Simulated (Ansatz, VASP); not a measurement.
C in VASP and in Ansatz

```
C
1.0
     4.45285    0.00000    0.00000
     0.00000    4.45285    0.00000
     0.00000    0.00000    4.45285
C
12
Cartesian
  3.9311 1.7051 3.3395
  2.7477 1.1134 3.9311
  3.3395 0.5217 2.7477
  1.7051 3.3395 3.9311
  1.7051 1.1134 0.5217
  0.5217 2.7477 3.3395
  3.3395 3.9311 1.7051
  0.5217 1.7051 1.1134
  1.1134 3.9311 2.7477
  2.7477 3.3395 0.5217
  1.1134 0.5217 1.7051
  3.9311 2.7477 1.1134
```

Alike in both runs: functional PBE; k mesh 4 × 4 × 4; occupations gaussian, width 0.1 eV; no spin polarisation.

Ansatz relaxed the structure, and its values are those at the end. VASP's run is a single point on that final structure, the one shown.

|  | VASP | Ansatz |
| --- | --- | --- |
| version | VASP 6.6.1 | Ansatz 0.2.0 |
| potentials or method | VASP PAW PBE potentials, release 64 (C_h), cutoff 1300 eV | scalar-relativistic, plane waves, PAW |
| valence electrons in the cell | 48 | 48 |

```csv
,VASP,Ansatz,Ansatz less VASP
gap on the k mesh at the Fermi level (eV),none,none,-
pressure (GPa),-0.6,-0.4,+0.27
rms of the force components (eV/Å),0.003,0.003,+0.0001
```

A gap of «none» marks a metal or a gap that the smearing closes.
